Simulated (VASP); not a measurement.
Set up this calculation in VASP 6.6.1, as the native input.

| Property | Result |
| --- | --- |
| Task | single point |
| Functional | PBE |
| Potentials or basis | VASP PAW PBE potentials, release 64 (Sn_d, Te) |
| Cutoff | 520 eV |
| k mesh | 10 × 10 × 10 |
| Occupations | gaussian, width 0.01 eV |
| Spin | no spin polarisation |
| Dipole correction | no |
| Further INCAR settings | ALGO = Normal; EDIFF = 1e-06; NBANDS = 17 |

The structure of SnTe lies in POSCAR:

```
SnTe
1.0
    0.0000000000      3.2693753223      3.2693753223
    3.2693753223      0.0000000000      3.2693753223
    3.2693753223      3.2693753223      0.0000000000
Sn Te
1 1
Direct
    0.0000000000      0.0000000000      0.0000000000
    0.5000000000      0.5000000000      0.5000000000
```

This cell differs from its parent crystal: volume scaled by 1.06.

These files were run (other wordings do the same):

INCAR

```
  PREC = Accurate
  ENCUT = 520
  EDIFF = 1E-6
  ISMEAR = 0
  SIGMA = 0.01
  LREAL = False
  LASPH = True
  NELM = 100
  ALGO = Normal
  ISIF = 2
  LWAVE = False
  LCHARG = False
  GGA = PE
  NBANDS = 17
```

KPOINTS

```
regular mesh
0
Gamma
  10 10 10
```

Potentials or basis: VASP PAW PBE potentials, release 64 (Sn_d, Te).

The run is started by

```bash
$ cat potpaw_PBE.64/Sn_d/POTCAR potpaw_PBE.64/Te/POTCAR > POTCAR
$ mpirun -np 1 vasp_std > vasp.out
```

Results of the run:

* Pressure: -2.2 GPa
* Band gap on the k mesh: 0.21 eV, direct

Caveat: spin-orbit coupling is left out, which moves the levels of the heavy elements.

Run time: 17 s on 1 thread of Intel(R) Xeon(R) 6975P-C (Granite Rapids), on a shared host, peak memory 0.23 GiB.
